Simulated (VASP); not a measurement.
# PdCl4 (Cmmm) in VASP: a series of runs, part 2 of 2

VASP 6.6.1. Earlier steps stand in the parts before.

## Step 3: Relaxation of cell and atoms, PBE

This run uses another cell than the first one, of 23.49 Å³/atom.

INCAR

```
PREC     = Accurate       # precision mode
ENCUT    = 600            # plane-wave cutoff, eV
EDIFF    = 1E-6           # SCF threshold, eV
ISMEAR   = 0              # smearing method
SIGMA    = 0.15           # smearing width, eV
LREAL    = False          # projectors in reciprocal space
LASPH    = True           # aspherical terms in the spheres
NELM     = 100            # most SCF steps
ALGO     = Normal         # electronic algorithm
ISIF     = 3              # what is computed and relaxed
LWAVE    = False          # write WAVECAR
LCHARG   = False          # write CHGCAR
GGA      = PE             # functional
IBRION   = 2              # ionic algorithm
NSW      = 36             # ionic steps
EDIFFG   = -0.08          # ionic threshold
```

KPOINTS

```
regular mesh
0
Gamma
  2 2 3
```

POSCAR

```
PdCl4
1.0
    3.9640456600     -4.1625230700      0.0000000000
    3.9640456600      4.1625230700      0.0000000000
    0.0000000000      0.0000000000      3.5595920100
Pd Cl
1 4
Direct
    0.0000000000      0.0000000000      0.0000000000
    0.8105999900      0.1894000100      0.5000000000
    0.1894000100      0.8105999900      0.5000000000
    0.2852000000      0.2852000000      0.0000000000
    0.7148000000      0.7148000000      0.0000000000
```

Potentials or basis: VASP PAW PBE potentials, release 64 (Pd, Cl).

Command:

```console
> cat potpaw_PBE.64/Pd/POTCAR potpaw_PBE.64/Cl/POTCAR > POTCAR
> mpirun -np 1 vasp_std > vasp.out
```

OUTCAR:

```text
PREC = Accurate
   ENCUT = 600
   EDIFF = 1E-6
   ISMEAR = 0
   LREAL = False
   LASPH = True
   NELM = 100
   ISIF = 3
   GGA = PE
   IBRION = 2
   NSW = 36
   EDIFFG = -0.08

 ion  position               nearest neighbor table
   1  0.000  0.000  0.000-   4 2.26   5 2.26   2 2.38   3 2.38   2 2.38   3 2.38
   2  0.811  0.189  0.500-   1 2.38   1 2.38
   3  0.189  0.811  0.500-   1 2.38   1 2.38
   4  0.285  0.285  0.000-   1 2.26
   5  0.715  0.715  0.000-   1 2.26

  LATTYP: Found a base centered orthorhombic cell.
 ALAT       =     7.9280913200
 B/A-ratio  =     1.0500694056
 C/A-ratio  =     0.4489847387

  Lattice vectors:

 A1 = (   3.9640456600,  -4.1625230700,   0.0000000000)
 A2 = (   3.9640456600,   4.1625230700,   0.0000000000)
 A3 = (   0.0000000000,   0.0000000000,   3.5595920100)

Analysis of symmetry for initial positions (statically):
=====================================================================
 Subroutine PRICEL returns:
 Original cell was already a primitive cell.

 Routine SETGRP: Setting up the symmetry group for a
 base centered orthorhombic supercell.

 Subroutine GETGRP returns: Found  8 space group operations
 (whereof  8 operations were pure point group operations)
 out of a pool of  8 trial point group operations.

The static configuration has the point symmetry D_2h.

Analysis of symmetry for dynamics (positions and initial velocities):
=====================================================================
 Subroutine PRICEL returns:
 Original cell was already a primitive cell.

 Routine SETGRP: Setting up the symmetry group for a
 base centered orthorhombic supercell.

 Subroutine GETGRP returns: Found  8 space group operations
 (whereof  8 operations were pure point group operations)
 out of a pool of  8 trial point group operations.

[... 106 lines left out ...]
     AMIX     =   0.40;   BMIX     =  1.00
     AMIX_MAG =   1.60;   BMIX_MAG =  1.00
  volume/ion in A,a.u.               =      23.49       158.54
  Fermi-wavevector in a.u.,A,eV,Ry     =   1.123813  2.123699 17.183566  1.262956
  Thomas-Fermi vector in A             =   2.260482
   LORBIT       =      0    0 simple, 1 ext, 2 COOP (PROOUT), +10 PAW based schemes
   GGA     = PE    functional components
   LHFCALC =     F    Hartree Fock is set to
   AEXX    =    0.0000 exact exchange contribution
   IVDW    =     0    specifies the selected vdW correction
   LEPSILON=     F    determine dielectric tensor
   LRPA    =     F    only Hartree local field effects (RPA)
 conjugate gradient relaxation of ions
 non-spin polarized calculation
 Gauss-broadening in eV      SIGMA  =   0.15
  energy-cutoff  :      600.00
  volume of cell :      117.47
 maximum number of plane-waves:      3945
 NGX is ok and might be reduce to    48
   NGX = 23   NGY = 23   NGZ = 15

--------------------------------------- Ionic step        1  -------------------------------------------

 number of electron      37.9999997 magnetization

 Free energy of the ion-electron system (eV)
  ---------------------------------------------------
  ext. energy  EPLUGINS =         0.00000000
  ---------------------------------------------------
  free energy    TOTEN  =       -13.78984523 eV

  energy without entropy =      -13.74463175  energy(sigma->0) =      -13.76723849

------------------------ aborting loop because EDIFF is reached ----------------------------------------

  FORCE on cell =-STRESS in cart. coord.  units (eV):
  Direction    XX          YY          ZZ          XY          YZ          ZX
  --------------------------------------------------------------------------------------
  -------------------------------------------------------------------------------------
  Total        3.8389020      0.9362338      0.8217256      0.0000000      0.0000000      0.0000000
  in kB       52.3590902     12.7693679     11.2075813      0.0000000      0.0000000      0.0000000
  external PRESSURE =      25.4453465 kB  Pullay stress =       0.0000000 kB
[... 98 lines left out ...]
  FREE ENERGIE OF THE ION-ELECTRON SYSTEM (eV)
  ---------------------------------------------------
  free  energy   TOTEN  =       -13.8425761227 eV

  energy  without entropy=      -13.7984963494  energy(sigma->0) =      -13.82053624

[... ionic steps 4 to 9 ...]

--------------------------------------- Ionic step       10  -------------------------------------------

 number of electron      38.0000011 magnetization

------------------------ aborting loop because EDIFF is reached ----------------------------------------
[... 73 lines left out ...]
--------------------------------------- Ionic step       12  -------------------------------------------

 number of electron      38.0000001 magnetization

 Free energy of the ion-electron system (eV)
  ---------------------------------------------------
  ext. energy  EPLUGINS =         0.00000000
  ---------------------------------------------------
  free energy    TOTEN  =       -13.86681092 eV

  energy without entropy =      -13.80974560  energy(sigma->0) =      -13.83827826

 E-fermi :   0.8215     XC(G=0):  -8.3860

 val. band max:        0.8020916767   @ k =   0.5000   0.5000   0.0000
 cond. band min:       0.8256326113   @ k =   0.0000   0.0000   0.0000
 fundamental gap:      0.0235409346
 Fermi energy:         0.8215101093

 k-point     1 :       0.0000    0.0000    0.0000
  band No.  band energies     occupation
      1     -14.7726      2.00000
      2     -14.0300      2.00000
      3     -12.8582      2.00000
      4     -12.6792      2.00000
      5      -4.9849      2.00000
      6      -4.9466      2.00000
[... 177 lines left out ...]
  FREE ENERGIE OF THE ION-ELECTRON SYSTEM (eV)
  ---------------------------------------------------
  free  energy   TOTEN  =       -13.8668109220 eV

  energy  without entropy=      -13.8097455966  energy(sigma->0) =      -13.83827826

 reached required accuracy - stopping structural energy minimisation
```

OSZICAR:

```text
N       E                     dE             d eps       ncg     rms          rms(c)
DAV:   1     0.289970871384E+03    0.28997E+03   -0.19121E+04   276   0.162E+03
DAV:   2     0.302310482295E+01   -0.28695E+03   -0.28016E+03   346   0.300E+02
DAV:   3    -0.165894780074E+02   -0.19613E+02   -0.19523E+02   339   0.882E+01
[... 127 lines left out ...]
DAV:   6    -0.138668742157E+02    0.13232E-03   -0.14902E-03   346   0.215E-01    0.116E-01
DAV:   7    -0.138668118151E+02    0.62401E-04   -0.19628E-04   326   0.104E-01    0.577E-02
DAV:   8    -0.138668117734E+02    0.41646E-07   -0.44969E-05   339   0.494E-02    0.284E-02
DAV:   9    -0.138668118074E+02   -0.33946E-07   -0.14252E-05   311   0.300E-02    0.132E-02
DAV:  10    -0.138668109220E+02    0.88535E-06   -0.32761E-06   222   0.160E-02
  12 F= -.13866811E+02 E0= -.13838278E+02  d E =-.150062E-01
```

CONTCAR:

```text
PdCl4
   1.00000000000000
     4.1551651900505648   -4.3710408498841433    0.0000000000000000
     4.1551651900505648    4.3710408498841433    0.0000000000000000
     0.0000000000000000    0.0000000000000000    3.5851684327718667
  Pd              Cl
     1     4
Direct
     0.0000000000000000    0.0000000000000000    0.0000000000000000
     0.8201406219495065    0.1798593780504933    0.5000000000000000
     0.1798593780504933    0.8201406219495065    0.5000000000000000
     0.2797613883672000    0.2797613883672000    0.0000000000000000
     0.7202386116327997    0.7202386116327997    0.0000000000000000

  0.00000000E+00  0.00000000E+00  0.00000000E+00
  0.00000000E+00  0.00000000E+00  0.00000000E+00
  0.00000000E+00  0.00000000E+00  0.00000000E+00
  0.00000000E+00  0.00000000E+00  0.00000000E+00
  0.00000000E+00  0.00000000E+00  0.00000000E+00
```

Wall time 5.9 min (1 thread of Intel Xeon 8259CL, shared host); peak memory 0.25 GiB.

What came out:

```yaml
Free_energy: -13.8668 eV
Relaxed_volume: 26.05 Å³/atom
Relaxed_cell: a = 6.031 Å, b = 6.031 Å, c = 3.585 Å, α = 90.00°, β = 90.00°, γ = 92.90°
Space_group_after_relaxing_to_0.1_Å: Cmmm (No. 65)
Energy_gained_by_relaxing: 15.4 meV/atom
Ionic_steps: 12
Pressure_after_relaxing: -0.1 GPa
Largest_force_after_relaxing: 0.050 eV/Å
Band_gap_on_the_k_mesh: 0.07 eV (least direct gap 0.44 eV)
```

Forces on the atoms (eV/Å):
```
Pd   0.000  0.000  0.000
Cl   0.000  0.013  0.000
Cl   0.000 -0.013  0.000
Cl  -0.050  0.000  0.000
Cl   0.050  0.000  0.000
```

Step by step:
```tsv
step	energy change (eV)	largest force (eV/Å)	pressure (GPa)	volume (Å³)
1	0.0000	0.6839	2.54	117.47
2	-0.0220	0.5480	-1.52	123.90
3	-0.0527	0.1368	0.09	120.96
4	-0.0527	0.1332	0.13	120.89
5	-0.0553	0.0971	0.19	121.24
6	-0.0605	0.0826	0.38	122.27
7	-0.0595	0.2511	0.82	124.35
8	-0.0620	0.1178	0.56	123.19
9	-0.0631	0.1124	0.53	123.51
10	-0.0664	0.0977	0.42	124.45
11	-0.0715	0.0687	0.23	126.36
12	-0.0770	0.0499	-0.10	130.23
```

Final structure:
```xyz
5
Lattice="4.1552 -4.3710 0.0000 4.1552 4.3710 0.0000 0.0000 0.0000 3.5852" Properties=species:S:1:pos:R:3 pbc="T T T"
Pd    0.0000    0.0000    0.0000
Cl    4.1552   -2.7987    1.7926
Cl    4.1552    2.7987    1.7926
Cl    2.3249    0.0000    0.0000
Cl    5.9854    0.0000    0.0000
```

Caveat: the k points lie up to 0.58 Å⁻¹ apart in the final cell; the smearing spreads over this small gap; the relaxation stopped at a loose force limit of 0.08 eV/Å, so its end isn't a converged minimum.

## Step 4: Single point, PBE

This run uses another cell than the first one, of 25.53 Å³/atom.

INCAR

```
SYSTEM = PdCl4
PREC = Accurate
ENCUT = 520
EDIFF = 1E-6
ISMEAR = 0
SIGMA = 0.1
LREAL = .False.
LASPH = .True.
NELM = 100
ALGO = Normal
ISIF = 2
LWAVE = .False.
LCHARG = .False.
GGA = PE
NBANDS = 27
```

KPOINTS

```
Automatic mesh
0
Gamma
  6 6 10
  0 0 0
```

POSCAR

```
PdCl4
1.0
    3.9737025618     -4.5358520126      0.0000000000
    3.9737025618      4.5358520126      0.0000000000
    0.0000000000      0.0000000000      3.5406409425
Pd Cl
1 4
Direct
    0.0000000000      0.0000000000      0.0000000000
    0.8242138031      0.1757861969      0.5000000000
    0.1757861969      0.8242138031      0.5000000000
    0.2932001554      0.2932001554      0.0000000000
    0.7067998446      0.7067998446      0.0000000000
```

Potentials or basis: VASP PAW PBE potentials, release 64 (Pd, Cl).

Command:

```console
> cat potpaw_PBE.64/Pd/POTCAR potpaw_PBE.64/Cl/POTCAR > POTCAR
> mpirun -np 1 vasp_std > vasp.out
```

OUTCAR:

```text
SYSTEM = PdCl4
   PREC = Accurate
   ENCUT = 520
   EDIFF = 1E-6
   ISMEAR = 0
   LREAL = .False.
   LASPH = .True.
   NELM = 100
   ISIF = 2
   GGA = PE

 ion  position               nearest neighbor table
   1  0.000  0.000  0.000-   4 2.33   5 2.33   2 2.38   3 2.38   2 2.38   3 2.38
   2  0.824  0.176  0.500-   1 2.38   1 2.38
   3  0.176  0.824  0.500-   1 2.38   1 2.38
   4  0.293  0.293  0.000-   1 2.33
   5  0.707  0.707  0.000-   1 2.33

  LATTYP: Found a base centered orthorhombic cell.
 ALAT       =     7.9474051236
 B/A-ratio  =     1.1414674204
 C/A-ratio  =     0.4455090545

  Lattice vectors:

 A1 = (   3.9737025618,  -4.5358520126,   0.0000000000)
 A2 = (   3.9737025618,   4.5358520126,   0.0000000000)
 A3 = (   0.0000000000,   0.0000000000,   3.5406409425)

Analysis of symmetry for initial positions (statically):
=====================================================================
 Subroutine PRICEL returns:
 Original cell was already a primitive cell.

 Routine SETGRP: Setting up the symmetry group for a
[... 174 lines left out ...]

 E-fermi :   0.9848     XC(G=0):  -8.4952

 val. band max:        0.9796478638   @ k =  -0.3333   0.1667   0.3000
 cond. band min:       0.9873221752   @ k =   0.1667   0.1667   0.0000
 fundamental gap:      0.0076743114
 Fermi energy:         0.9847628278

 k-point     1 :       0.0000    0.0000    0.0000
  band No.  band energies     occupation
      1     -14.6474      2.00000
      2     -13.9298      2.00000
      3     -12.7380      2.00000
      4     -12.4736      2.00000
      5      -4.8213      2.00000
      6      -4.8167      2.00000
[... 709 lines left out ...]
     26      10.6440      0.00000
     27      11.2186      0.00000

 [... further k-points ...]

------------------------ aborting loop because EDIFF is reached ----------------------------------------

  FORCE on cell =-STRESS in cart. coord.  units (eV):
  Direction    XX          YY          ZZ          XY          YZ          ZX
  --------------------------------------------------------------------------------------
  -------------------------------------------------------------------------------------
  Total       -0.2065182     -0.1368341     -0.1700719      0.0000000      0.0000000      0.0000000
  in kB       -2.5924048     -1.7176670     -2.1348973      0.0000000      0.0000000      0.0000000
  external PRESSURE =      -2.1483230 kB  Pullay stress =       0.0000000 kB

 VOLUME and BASIS-vectors are now :
 -----------------------------------------------------------------------------
  energy-cutoff  :      520.00
  volume of cell :      127.63
      direct lattice vectors                 reciprocal lattice vectors
     3.973702562 -4.535852013  0.000000000     0.125827233 -0.110232873  0.000000000
     3.973702562  4.535852013  0.000000000     0.125827233  0.110232873  0.000000000
     0.000000000  0.000000000  3.540640943     0.000000000  0.000000000  0.282434739

 POSITION                                       TOTAL-FORCE (eV/Angst)
 -----------------------------------------------------------------------------------
      0.00000      0.00000      0.00000         0.000000      0.000000     -0.000000
      3.97370     -2.94117      1.77032         0.000000     -0.026319     -0.000000
      3.97370      2.94117      1.77032         0.000000      0.026319      0.000000
      2.33018      0.00000      0.00000        -0.029009      0.000000     -0.000000
      5.61722      0.00000      0.00000         0.029009      0.000000      0.000000
 -----------------------------------------------------------------------------------
    total drift:                                0.000000     -0.000000     -0.000000

  FREE ENERGIE OF THE ION-ELECTRON SYSTEM (eV)
  ---------------------------------------------------
  free  energy   TOTEN  =       -13.8634231383 eV

  energy  without entropy=      -13.8408706871  energy(sigma->0) =      -13.85214691
```

OSZICAR:

```text
N       E                     dE             d eps       ncg     rms          rms(c)
DAV:   1     0.262155217724E+03    0.26216E+03   -0.17101E+04  4212   0.122E+03
DAV:   2     0.235526863441E+01   -0.25980E+03   -0.25223E+03  5197   0.252E+02
DAV:   3    -0.167829405404E+02   -0.19138E+02   -0.18989E+02  5284   0.744E+01
DAV:   4    -0.170591300293E+02   -0.27619E+00   -0.27596E+00  5402   0.101E+01
DAV:   5    -0.170655291584E+02   -0.63991E-02   -0.63982E-02  5356   0.153E+00    0.161E+01
DAV:   6    -0.157228627957E+02    0.13427E+01   -0.14329E+01  4629   0.392E+01    0.212E+01
DAV:   7    -0.141275938298E+02    0.15953E+01   -0.49374E+00  4517   0.207E+01    0.576E+00
DAV:   8    -0.138706776808E+02    0.25692E+00   -0.84193E-01  5267   0.610E+00    0.356E+00
DAV:   9    -0.138862384929E+02   -0.15561E-01   -0.17528E-01  5327   0.249E+00    0.242E+00
DAV:  10    -0.138885276082E+02   -0.22891E-02   -0.12251E-01  5507   0.196E+00    0.132E+00
DAV:  11    -0.138637579012E+02    0.24770E-01   -0.37228E-02  5381   0.146E+00    0.339E-01
DAV:  12    -0.138657829628E+02   -0.20251E-02   -0.50196E-03  5229   0.553E-01    0.484E-01
DAV:  13    -0.138634646718E+02    0.23183E-02   -0.22685E-03  5710   0.339E-01    0.534E-02
DAV:  14    -0.138634204036E+02    0.44268E-04   -0.27875E-04  5130   0.903E-02    0.175E-02
DAV:  15    -0.138634228385E+02   -0.24349E-05   -0.99203E-06  5367   0.193E-02    0.840E-03
DAV:  16    -0.138634231383E+02   -0.29983E-06   -0.11085E-06  3777   0.713E-03
   1 F= -.13863423E+02 E0= -.13852147E+02  d E =-.225525E-01
```

stdout:

```text
POSCAR found type information on POSCAR PdCl
 POSCAR found :  2 types and       5 ions
 scaLAPACK will be used
 LDA part: xc-table for (Slater+PW92), standard interpolation
 POSCAR, INCAR and KPOINTS ok, starting setup
 FFT: planning ... GRIDC
 FFT: planning ... GRID_SOFT
 FFT: planning ... GRID
 WAVECAR not read
 entering main loop
```

It took 6.8 min on 1 thread of Intel Xeon 8259CL, shared host; peak memory 0.39 GiB.

Results:

```yaml
Free_energy: -13.8634 eV
Pressure: -0.2 GPa
Largest_force: 0.029 eV/Å
Band_gap_on_the_k_mesh: zero (bands 19 and 20 overlap by 0.14 eV)
```

Forces on the atoms (eV/Å):
```
Pd   0.000  0.000  0.000
Cl   0.000 -0.026  0.000
Cl   0.000  0.026  0.000
Cl  -0.029  0.000  0.000
Cl   0.029  0.000  0.000
```

## Step 5: The runs side by side

| task | cell | k mesh | cutoff (eV) | smearing | gap on the mesh (eV) | pressure (GPa) | largest force (eV/Å) |
| --- | --- | --- | --- | --- | --- | --- | --- |
| single point | a = 6.012, b = 6.012, c = 3.578 Å, angles 90.0, 90.0, 93.0°, 5 atoms, atomic positions A | 2 × 2 × 3 | 520 | gaussian 0.15 eV | 0.07 | -0.2 | 0.05 |
| relaxation of cell and atoms | relaxed from a = 5.748, b = 5.748, c = 3.560 Å, angles 90.0, 90.0, 92.8°, 5 atoms, atomic positions B | 2 × 2 × 3 | 600 | gaussian 0.15 eV | 0.07 | -0.1 | 0.05 |
| single point | a = 6.030, b = 6.030, c = 3.541 Å, angles 90.0, 90.0, 97.6°, 5 atoms, atomic positions C | 6 × 6 × 10 | 520 | gaussian 0.1 eV | none | -0.2 | 0.03 |

Alike in all rows: level PBE; potentials or basis VASP PAW PBE potentials, release 64 (Pd, Cl); no spin polarisation.

Caveats: some runs use coarse meshes; the smearing spreads over this small gap (at least some runs); the relaxation stopped at a loose force limit of 0.08 eV/Å, so its end isn't a converged minimum (at least some runs).

Absolute energies hang on the potentials; compare differences alone.

The gap in the log of VASP goes by the Fermi energy; the results here count the filled bands.